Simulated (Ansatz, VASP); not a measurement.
## One calculation of NaI, two programs

Contents of INCAR:

```
PREC = Accurate ; ENCUT = 520
EDIFF = 1E-6 ; ISMEAR = -1
SIGMA = 0.02 ; LREAL = False
LASPH = True ; NELM = 80
ALGO = Normal ; ISIF = 2
LWAVE = False ; LCHARG = True
GGA = PE ; LELF = True
LVHAR = True ; NBANDS = 14
```

File KPOINTS:

```
regular mesh
0
Gamma
  8 8 8
```

The input POSCAR:

```
NaI
1.0
   -0.1179425741      3.2086695908      3.2086695908
    3.2086695908     -0.1179425741      3.2086695908
    3.2086695908      3.2086695908     -0.1179425741
Na I
1 1
Direct
    0.0000000000      0.0000000000      0.0000000000
    0.5000000000      0.5000000000      0.5000000000
```

Input for Ansatz:

```yaml
crystal:
  lattice:
    - [-0.1179425741, 3.2086695908, 3.2086695908]
    - [3.2086695908, -0.1179425741, 3.2086695908]
    - [3.2086695908, 3.2086695908, -0.1179425741]
  atoms:
    - { symbol: Na, position: [0.0, 0.0, 0.0] }
    - { symbol: I, position: [0.5, 0.5, 0.5] }
kpoints:
  mp_grid: { grid: [8, 8, 8] }
  band_path:
    path:
      - [0.0, 0.0, 0.0]
      - [0.5, 0.0, 0.5]
      - [0.625, 0.25, 0.625]
      - [0.375, 0.375, 0.75]
      - [0.5, 0.5, 0.5]
      - [0.5, 0.25, 0.75]
    npoints: 1
hamiltonian:
  xc: pbe
scf:
  occupations: { method: fermi_dirac, width: 0.02 }
  n_extra_bands: 4
output:
  forces: true
  stress: true
  eigenvalues: true
  write_density: true
  write_potential: true
  elf: true
  volumetric_format: npy
```

Change from the starting cell: epitaxial_111 strain +3.0%.

Alike in both runs: task single point; functional PBE; k mesh 8 × 8 × 8; occupations fermi-dirac, width 0.02 eV; no spin polarisation.

|  | VASP | Ansatz |
| --- | --- | --- |
| version | VASP 6.6.1 | Ansatz 0.2.0 |
| potentials or method | VASP PAW PBE potentials, release 64 (Na_pv, I) | plane waves, PAW |
| plane-wave cutoff (eV) | 520 | 420 |
| valence electrons in the cell | 14 | 26 |

|  | VASP | Ansatz | Ansatz less VASP |
| --- | --- | --- | --- |
| gap on the k mesh at the Fermi level (eV) | 3.41 | 3.41 | +0.003 |
| pressure (GPa) | 0.0 | 0.0 | -0.01 |
| traceless stress, the component that is largest in VASP (GPa) | 0.24 | 0.24 | 0.000 |

The functional is the same, so the differences come from potentials, cutoffs and numerics. VASP's potentials hold 14 valence electrons a cell and Ansatz's 26, so a difference there can come from the potentials and not from the codes.

Neither program's run includes spin-orbit coupling.
